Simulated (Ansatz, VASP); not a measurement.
## One calculation of CoO, two programs

```xyz
2
Lattice="1.5280 0.8822 2.2154 -1.5280 0.8822 2.2154 0.0000 -1.7643 2.2154" Properties=species:S:1:pos:R:3 pbc="T T T"
Co    0.0000    0.0000    0.0000
O     0.0000    0.0000    3.3231
```

Alike in both runs: functional PBEsol; k mesh 18 × 18 × 18; occupations gaussian, width 0.1 eV; collinear spin.

Ansatz relaxed the structure, and its values are those at the end. VASP's run is a single point on that final structure, the one shown.

|  | VASP | Ansatz |
| --- | --- | --- |
| version | VASP 6.6.1 | Ansatz 0.2.0 |
| potentials or method | VASP PAW PBE potentials, release 64 (Co_sv, O), cutoff 600 eV | scalar-relativistic, plane waves, PAW |
| valence electrons in the cell | 23 | 23 |

|  | VASP | Ansatz | Ansatz less VASP |
| --- | --- | --- | --- |
| gap on the k mesh at the Fermi level (eV) | none | none | - |
| pressure (GPa) | -2.8 | 0.0 | +2.78 |
| net moment per atom (μB) | 1.35 | 1.36 | +0.007 |
| size of the moment on the site where the two differ most (μB) | 2.35 | 2.32 | -0.032 |

VASP's potentials were made for PBE, not for PBEsol. Site moments also hang on the region over which each program counts them. A gap of «none» marks a metal or a gap that the smearing closes.
